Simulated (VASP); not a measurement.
Set up this calculation in VASP 6.6.1, as the native input.

```
Task                   : single point
Functional             : PBE
Potentials or basis    : VASP PAW PBE potentials, release 64 (Na_pv)
Cutoff                 : 520 eV
k mesh                 : 8 × 8 × 8
Occupations            : gaussian, width 0.1 eV
Spin                   : no spin polarisation
Dipole correction      : no
Further INCAR settings : ALGO = Normal; EDIFF = 1e-06; NBANDS = 10
```

The structure of Na lies in POSCAR:

```
Na
1.0
   -1.9022433733      1.9022433733      1.9022433733
    1.9022433733     -1.9022433733      1.9022433733
    1.9022433733      1.9022433733     -1.9022433733
Na
1
Direct
    0.0000000000      0.0000000000      0.0000000000
```

These files were run (other wordings do the same):

INCAR

```
SYSTEM = Na
PREC = Accurate
ENCUT = 520
EDIFF = 1E-6
ISMEAR = 0
SIGMA = 0.1
LREAL = .False.
LASPH = .True.
NELM = 100
ALGO = Normal
ISIF = 2
LWAVE = .False.
LCHARG = .True.
GGA = PE
LELF = .True.
LVHAR = .True.
NBANDS = 10
```

KPOINTS

```
Automatic mesh
0
Gamma
  8 8 8
  0 0 0
```

Potentials or basis: VASP PAW PBE potentials, release 64 (Na_pv).

Run with:

```bash
$ cat potpaw_PBE.64/Na_pv/POTCAR > POTCAR
$ mpirun -np 1 vasp_std > vasp.out
```

Results of the run:

- Pressure: 3.9 GPa

It took 7.4 s on 1 thread of AMD EPYC 7R43 64-Core Processor (Zen 3), with other jobs on the host, peak memory 0.11 GiB.
